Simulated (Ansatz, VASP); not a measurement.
# Li3TaO4 in VASP and in Ansatz

```xyz
8
Lattice="-2.0423 2.0423 4.2530 2.0423 -2.0423 4.2530 2.0423 2.0423 -4.2530" Properties=species:S:1:pos:R:3 pbc="T T T"
Li    0.0000    0.0000    4.4480
Li    2.0423    0.0000    2.1429
Li    0.0000    2.0423    2.1429
Ta    0.0000    0.0000   -0.0048
O     2.0423    0.0000   -0.0024
O     0.0000    0.0000    6.5659
O     0.0000    2.0423   -0.0024
O     0.0000    0.0000    1.9003
```

Change from the starting cell: mode 1 (-167.1 1/cm) frozen in, largest displacement +0.195 Å.

Alike in both runs: task single point; functional PBEsol; k mesh 10 × 10 × 10; occupations gaussian, width 0.05 eV; no spin polarisation.

|  | VASP | Ansatz |
| --- | --- | --- |
| version | VASP 6.6.1 | Ansatz 0.2.0 |
| potentials or method | VASP PAW PBE potentials, release 64 (Li_sv, Ta_pv, O), cutoff 520 eV | scalar-relativistic, plane waves, PAW |
| valence electrons in the cell | 44 | 46 |

|  | VASP | Ansatz | Ansatz less VASP |
| --- | --- | --- | --- |
| gap on the k mesh at the Fermi level (eV) | 1.56 | 1.61 | +0.048 |
| least direct gap on the mesh (eV) | 1.62 | 1.67 | +0.051 |
| rms of the force components (eV/Å) | 0.049 | 0.025 | -0.0241 |

VASP's potentials were made for PBE, not for PBEsol. Atom by atom the forces differ by 0.042 eV/Å (rms over components). With one functional, cell and mesh, what is left measures potentials, basis and numerics. VASP's potentials hold 44 valence electrons a cell and Ansatz's 46, so a difference there can come from the potentials and not from the codes.

Spin-orbit coupling is off throughout. Noted on VASP's run: the cutoff is short for stress, so the pressure is rough.
